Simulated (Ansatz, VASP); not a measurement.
**Hf: VASP beside Ansatz**

INCAR

```
SYSTEM = Hf
PREC = Accurate
ENCUT = 520
EDIFF = 1E-6
ISMEAR = -1
SIGMA = 0.03
LREAL = .FALSE.
LASPH = .TRUE.
NELM = 60
ALGO = Normal
ISIF = 2
LWAVE = .FALSE.
LCHARG = .TRUE.
GGA = PE
LELF = .TRUE.
LVHAR = .TRUE.
NBANDS = 11
```

File KPOINTS:

```
regular mesh
0
G
  16 16 16
  0 0 0
```

POSCAR

```
Hf
1.0
    0.0000000000      2.2492138765      2.2492138765
    2.2492138765      0.0000000000      2.2492138765
    2.2492138765      2.2492138765      0.0000000000
Hf
1
Direct
    0.0000000000      0.0000000000      0.0000000000
```

Input for Ansatz:

```yaml
crystal:
  lattice:
    - [0.0, 2.2492138765, 2.2492138765]
    - [2.2492138765, 0.0, 2.2492138765]
    - [2.2492138765, 2.2492138765, 0.0]
  atoms:
    - { symbol: Hf, position: [0.0, 0.0, 0.0] }
kpoints:
  mp_grid: { grid: [16, 16, 16] }
scf:
  occupations: { method: fermi_dirac, width: 0.03 }
hamiltonian:
  xc: pbe
  pseudopotentials: { kind: all_electron, lapw: { basis_error: 0.00025 } }
output:
  forces: true
  stress: true
  eigenvalues: true
```

Change from the starting cell: volume scaled by 1.04.

Alike in both runs: task single point; functional PBE; k mesh 16 × 16 × 16; occupations fermi-dirac, width 0.03 eV; no spin polarisation.

|  | VASP | Ansatz |
| --- | --- | --- |
| version | VASP 6.6.1 | Ansatz 0.2.0 |
| potentials or method | VASP PAW PBE potentials, release 64 (Hf_pv), cutoff 520 eV | all-electron LAPW, scalar-relativistic |

VASP gave:

- pressure (GPa): -1.3

Problem. Estimate Ansatz's values.

Solution. Pressure (GPa): -0.9.

Ansatz ran all-electron here, and VASP with PAW potentials.

Neither program's run includes spin-orbit coupling.
